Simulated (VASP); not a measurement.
# SiC (Moissanite) (P6_3mc) in VASP: further runs, part 2 of 2

VASP 6.6.1. Earlier steps stand in the parts before.

### Step 3. Single point, PBE

This run uses another cell than the first one, of 9.57 Å³/atom, 1.028 times its volume.

Input file INCAR:

```
SYSTEM = SiC
PREC = Accurate
ENCUT = 520
EDIFF = 1E-7
ISMEAR = -1
SIGMA = 0.05
LREAL = .False.
LASPH = .True.
NELM = 100
ALGO = Normal
ISIF = 2
LWAVE = .False.
LCHARG = .False.
GGA = PE
NBANDS = 16
```

Input file KPOINTS:

```
Automatic mesh
0
Gamma
  12 12 4
  0 0 0
```

Input file POSCAR:

```
SiC
1.0
    2.9970931567      0.0000000000      0.0000000000
   -1.4985465783      2.5955588092      0.0000000000
    0.0000000000      0.0000000000      4.9185065848
Si C
2 2
Direct
    0.3333333333      0.6666666667      0.0000000000
    0.6666666667      0.3333333333      0.5000000000
    0.3333333333      0.6666666667      0.3850000000
    0.6666666667      0.3333333333      0.8850000000
```

Potentials or basis: VASP PAW PBE potentials, release 64 (Si, C).

Launch:

```bash
$ cat potpaw_PBE.64/Si/POTCAR potpaw_PBE.64/C/POTCAR > POTCAR
$ mpirun -np 1 vasp_std > vasp.out
```

OUTCAR:

```text
SYSTEM = SiC
   PREC = Accurate
   ENCUT = 520
   EDIFF = 1E-7
   ISMEAR = -1
   LREAL = .False.
   LASPH = .True.
   NELM = 100
   ISIF = 2
   GGA = PE

 ion  position               nearest neighbor table
   1  0.333  0.667  0.000-   4 1.82   4 1.82   4 1.82   3 1.89   2 3.01   2 3.01   2 3.01   2 3.01
                             2 3.01   2 3.01
   2  0.667  0.333  0.500-   3 1.82   3 1.82   3 1.82   4 1.89   1 3.01   1 3.01   1 3.01   1 3.01
                             1 3.01   1 3.01
   3  0.333  0.667  0.385-   2 1.82   2 1.82   2 1.82   1 1.89
   4  0.667  0.333  0.885-   1 1.82   1 1.82   1 1.82   2 1.89

  LATTYP: Found a hexagonal cell.
 ALAT       =     2.9970931567
 C/A-ratio  =     1.6410923277

  Lattice vectors:

 A1 = (   2.9970931567,   0.0000000000,   0.0000000000)
 A2 = (  -1.4985465783,   2.5955588092,   0.0000000000)
 A3 = (   0.0000000000,   0.0000000000,   4.9185065848)

Analysis of symmetry for initial positions (statically):
=====================================================================
 Subroutine PRICEL returns:
 Original cell was already a primitive cell.

 Routine SETGRP: Setting up the symmetry group for a
 hexagonal supercell.

 Subroutine GETGRP returns: Found 12 space group operations
 (whereof  6 operations were pure point group operations)
 out of a pool of 24 trial point group operations.

The static configuration has the point symmetry C_3v.
 The point group associated with its full space group is C_6v.

Analysis of symmetry for dynamics (positions and initial velocities):
=====================================================================
 Subroutine PRICEL returns:
 Original cell was already a primitive cell.

 Routine SETGRP: Setting up the symmetry group for a
 hexagonal supercell.

 Subroutine GETGRP returns: Found 12 space group operations
 (whereof  6 operations were pure point group operations)
 out of a pool of 24 trial point group operations.

The dynamic configuration has the point symmetry C_3v.
 The point group associated with its full space group is C_6v.
[... 125 lines left out ...]
  Fermi-wavevector in a.u.,A,eV,Ry     =   1.224222  2.313443 20.391303  1.498719
  Thomas-Fermi vector in A             =   2.359304
   LORBIT       =      0    0 simple, 1 ext, 2 COOP (PROOUT), +10 PAW based schemes
   GGA     = PE    functional components
   LHFCALC =     F    Hartree Fock is set to
   AEXX    =    0.0000 exact exchange contribution
   IVDW    =     0    specifies the selected vdW correction
   LEPSILON=     F    determine dielectric tensor
   LRPA    =     F    only Hartree local field effects (RPA)
 non-spin polarized calculation
  energy-cutoff  :      520.00
  volume of cell :       38.26
 maximum number of plane-waves:      1050
 NGX is ok and might be reduce to    24
   NGX = 11   NGY = 11   NGZ = 19

 number of electron      15.9999999 magnetization

 Free energy of the ion-electron system (eV)
  ---------------------------------------------------
  ext. energy  EPLUGINS =         0.00000000
  ---------------------------------------------------
  free energy    TOTEN  =       -29.80985283 eV

  energy without entropy =      -29.80985283  energy(sigma->0) =      -29.80985283

 E-fermi :  10.2282     XC(G=0): -11.6919

 val. band max:        9.3147525629   @ k =   0.0000   0.0000   0.0000
 cond. band min:      11.4893551282   @ k =   0.3333   0.3333   0.0000
 fundamental gap:      2.1746025653
 Fermi energy:        10.2282352045

 k-point     1 :       0.0000    0.0000    0.0000
  band No.  band energies     occupation
      1      -7.0417      2.00000
      2      -3.2329      2.00000
      3       0.1483      2.00000
      4       7.7250      2.00000
      5       7.7250      2.00000
      6       9.0441      2.00000
[... 433 lines left out ...]
      3       1.7659      2.00000
      4       3.6922      2.00000
      5       4.0458      2.00000
      6       6.2416      2.00000
[... 8 lines left out ...]
     15      21.5657      0.00000
     16      21.6377      0.00000

 [... further k-points ...]

------------------------ aborting loop because EDIFF is reached ----------------------------------------

  FORCE on cell =-STRESS in cart. coord.  units (eV):
  Direction    XX          YY          ZZ          XY          YZ          ZX
  --------------------------------------------------------------------------------------
  -------------------------------------------------------------------------------------
  Total        6.4514920      6.4514920      4.4074669      0.0000000      0.0000000      0.0000000
  in kB      270.1508718    270.1508714    184.5590191      0.0000000      0.0000000      0.0000000
  external PRESSURE =     241.6202541 kB  Pullay stress =       0.0000000 kB

 VOLUME and BASIS-vectors are now :
 -----------------------------------------------------------------------------
  energy-cutoff  :      520.00
  volume of cell :       38.26
      direct lattice vectors                 reciprocal lattice vectors
     2.997093157  0.000000000  0.000000000     0.333656629  0.192636745  0.000000000
    -1.498546578  2.595558809  0.000000000     0.000000000  0.385273490  0.000000000
     0.000000000  0.000000000  4.918506585     0.000000000  0.000000000  0.203313746

 POSITION                                       TOTAL-FORCE (eV/Angst)
 -----------------------------------------------------------------------------------
     -0.00000      1.73037      0.00000         0.000000      0.000000      0.881847
      1.49855      0.86519      2.45925        -0.000000     -0.000000      0.881847
     -0.00000      1.73037      1.89363         0.000000     -0.000000     -0.881847
      1.49855      0.86519      4.35288        -0.000000      0.000000     -0.881847
 -----------------------------------------------------------------------------------
    total drift:                               -0.000000      0.000000      0.000440

  FREE ENERGIE OF THE ION-ELECTRON SYSTEM (eV)
  ---------------------------------------------------
  free  energy   TOTEN  =       -29.8098528304 eV

  energy  without entropy=      -29.8098528304  energy(sigma->0) =      -29.80985283
```

OSZICAR:

```text
N       E                     dE             d eps       ncg     rms          rms(c)
DAV:   1     0.265402672571E+02    0.26540E+02   -0.72309E+03  1824   0.900E+02
DAV:   2    -0.315650099182E+02   -0.58105E+02   -0.52393E+02  2552   0.160E+02
DAV:   3    -0.340037901236E+02   -0.24388E+01   -0.24300E+01  2408   0.302E+01
DAV:   4    -0.340194625772E+02   -0.15672E-01   -0.15671E-01  2192   0.301E+00
DAV:   5    -0.340195974111E+02   -0.13483E-03   -0.13483E-03  2424   0.264E-01    0.137E+01
DAV:   6    -0.299562974406E+02    0.40633E+01   -0.69175E+00  2312   0.164E+01    0.635E+00
DAV:   7    -0.298294171319E+02    0.12688E+00   -0.13214E+00  2584   0.683E+00    0.266E+00
DAV:   8    -0.298112601975E+02    0.18157E-01   -0.54933E-02  2048   0.147E+00    0.685E-01
DAV:   9    -0.298095533191E+02    0.17069E-02   -0.78567E-03  2368   0.614E-01    0.117E-01
DAV:  10    -0.298098279526E+02   -0.27463E-03   -0.90557E-04  2160   0.178E-01    0.562E-02
DAV:  11    -0.298098517450E+02   -0.23792E-04   -0.69947E-05  2176   0.619E-02    0.141E-02
DAV:  12    -0.298098524083E+02   -0.66331E-06   -0.54204E-06  2320   0.147E-02    0.365E-03
DAV:  13    -0.298098528491E+02   -0.44080E-06   -0.53898E-07  2296   0.469E-03    0.286E-03
DAV:  14    -0.298098528304E+02    0.18670E-07   -0.22026E-08  1264   0.106E-03
   1 F= -.29809853E+02 E0= -.29809853E+02  d E =-.879226E-10
```

It took 21 s on 1 thread of Intel Xeon Platinum 8488C (Sapphire Rapids), shared host; peak memory 0.17 GiB.

What came out:

```
Free energy            : -29.8099 eV
Pressure               : 24.2 GPa
Largest force          : 0.882 eV/Å
Band gap on the k mesh : 2.17 eV, indirect (least direct gap 4.24 eV)
```

Forces in eV/Å, atoms in the order of the input:
```
Si   0.000  0.000  0.882
Si   0.000  0.000  0.882
C    0.000  0.000 -0.882
C    0.000  0.000 -0.882
```

A k mesh can miss the band edges. Expect the measured gap to be larger: semilocal functionals such as PBE lack the derivative discontinuity.
